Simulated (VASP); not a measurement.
Here is a VASP 6.6.1 calculation.

INCAR

```
SYSTEM = Ga4AsP3
PREC     = Accurate       ! precision mode
ENCUT    = 600            ! plane-wave cutoff, eV
EDIFF    = 1E-6           ! SCF threshold, eV
ISMEAR   = 0              ! smearing method
SIGMA    = 0.1            ! smearing width, eV
LREAL    = .False.        ! projectors in reciprocal space
LASPH    = .True.         ! aspherical terms in the spheres
NELM     = 100            ! most SCF steps
ALGO     = Normal         ! electronic algorithm
ISIF     = 3              ! what is computed and relaxed
LWAVE    = .False.        ! write WAVECAR
LCHARG   = .False.        ! write CHGCAR
GGA      = PE             ! functional
IBRION   = 2              ! ionic algorithm
NSW      = 90             ! ionic steps
EDIFFG   = -0.04          ! ionic threshold
```

Contents of KPOINTS:

```
regular mesh
0
Gamma
  4 4 2
  0 0 0
```

POSCAR

```
Ga4AsP3
1.0
    3.8240508600      0.0000000000      0.0000000000
    0.0000000000      3.8240508600      0.0000000000
    0.0000000000      0.0000000000     10.8160491800
Ga P As
4 3 1
Direct
    0.5000000000      0.0000000000      0.8750000000
    0.0000000000      0.5000000000      0.6250000000
    0.5000000000      0.0000000000      0.3750000000
    0.0000000000      0.5000000000      0.1250000000
    0.0000000000      0.0000000000      0.5000000000
    0.5000000000      0.5000000000      0.2500000000
    0.5000000000      0.5000000000      0.7500000000
    0.0000000000      0.0000000000      0.0000000000
```

Potentials or basis: VASP PAW PBE potentials, release 64 (Ga_d, P, As).

Run with:

```sh
$ cat potpaw_PBE.64/Ga_d/POTCAR potpaw_PBE.64/P/POTCAR potpaw_PBE.64/As/POTCAR > POTCAR
$ mpirun -np 1 vasp_std > vasp.out
```

Question: Predict the relaxed volume.

Answer: 21.57 Å³/atom.

Question: What does it give for the space group after relaxing (to 0.1 Å)?

Answer: P-4m2 (No. 115).

Question: Predict the band gap on the k mesh.

Answer: 1.14 eV.

Question: Estimate the relaxed cell.

Answer: a = 3.956 Å, b = 3.956 Å, c = 11.026 Å, α = 90.00°, β = 90.00°, γ = 90.00°.

Step by step:
| step | energy change (eV) | largest force (eV/Å) | pressure (GPa) | volume (Å³) |
| --- | --- | --- | --- | --- |
| 1 | 0.0000 | 0.9430 | 7.83 | 158.17 |
| 2 | -0.2920 | 0.2477 | -3.13 | 181.33 |
| 3 | -0.3720 | 0.3439 | -0.26 | 173.35 |
| 4 | -0.3719 | 0.3527 | 0.10 | 173.04 |
| 5 | -0.3849 | 0.2012 | 0.00 | 172.71 |
| 6 | -0.3936 | 0.1679 | 0.14 | 172.30 |
| 7 | -0.3873 | 0.3386 | 0.44 | 171.48 |
| 8 | -0.3950 | 0.1595 | 0.23 | 172.05 |
| 9 | -0.4002 | 0.0855 | -0.14 | 172.92 |
| 10 | -0.4006 | 0.0627 | -0.28 | 173.26 |
| 11 | -0.4017 | 0.0424 | 0.13 | 172.29 |
| 12 | -0.4018 | 0.0348 | 0.01 | 172.53 |

A k mesh can miss the band edges.
